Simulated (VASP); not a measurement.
Set up this calculation in VASP 6.6.1, as the native input.

| Quantity | Value |
| --- | --- |
| Task | single point |
| Functional | PBEsol |
| Potentials or basis | VASP PAW PBE potentials, release 64 (Al) |
| Cutoff | 520 eV |
| k mesh | 12 × 12 × 12 |
| Occupations | fermi-dirac, width 0.05 eV |
| Spin | no spin polarisation |
| Dipole correction | no |
| Further INCAR settings | ALGO = Fast; EDIFF = 1e-06; NBANDS = 8 |

The structure of Al lies in POSCAR:

```
Al
1.0
   -1.5746735297      1.5746735297      1.5746735297
    1.5746735297     -1.5746735297      1.5746735297
    1.5746735297      1.5746735297     -1.5746735297
Al
1
Direct
    0.0000000000      0.0000000000      0.0000000000
```

The input as run:

INCAR

```
PREC = Accurate
ENCUT = 520
EDIFF = 1E-6
ISMEAR = -1
SIGMA = 0.05
LREAL = False
LASPH = True
NELM = 100
ALGO = Fast
ISIF = 2
LWAVE = False
LCHARG = False
GGA = PS
NBANDS = 8
```

KPOINTS

```
regular mesh
0
Gamma
  12 12 12
```

Potentials or basis: VASP PAW PBE potentials, release 64 (Al).

The run is started by

```bash
$ cat potpaw_PBE.64/Al/POTCAR > POTCAR
$ mpirun -np 1 vasp_std > vasp.out
```

It gave:

| Quantity | Value |
| --- | --- |
| Pressure | 5.0 GPa |

Caveat: the PAW data sets were made with another functional, which shifts forces and pressure a little.

Run time: 9.8 s on 1 thread of Intel Xeon 8259CL, on a shared host, peak memory 0.12 GiB.
